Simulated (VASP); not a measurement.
SiC:

```xyz
2
Lattice="0.0388 2.1684 2.1684 2.1684 0.0388 2.1684 2.1684 2.1684 0.0388" Properties=species:S:1:pos:R:3 pbc="T T T"
Si    0.0039    0.0039    0.0039
C     1.0900    1.0900    1.0900
```

This cell differs from its parent crystal: epitaxial 111 strain -2.2%.

Base run:

| Quantity | Value |
| --- | --- |
| Program | VASP 6.6.1 |
| Functional | PBE |
| Potentials or basis | VASP PAW PBE potentials, release 64 (Si, C) |
| Cutoff | 520 eV |
| k mesh | 10 × 10 × 10 |
| Occupations | fermi-dirac, width 0.02 eV |
| Spin | no spin polarisation |

Its results: band gap on the k mesh 1.20 eV, indirect (least direct gap 4.40 eV); pressure 13.5 GPa; largest force 0.027 eV/Å.

Task: The run is repeated on the same cell with these changes: functional from PBE to r2SCAN; occupations from fermi-dirac, width 0.02 eV to gaussian, width 0.01 eV. What comes out?

Result: Band gap on the k mesh 1.57 eV, indirect (least direct gap 4.92 eV); pressure 9.8 GPa; largest force 0.005 eV/Å.

Caveats: the PAW data sets were made with another functional, which shifts forces and pressure a little (some runs).

A k mesh can miss the band edges.
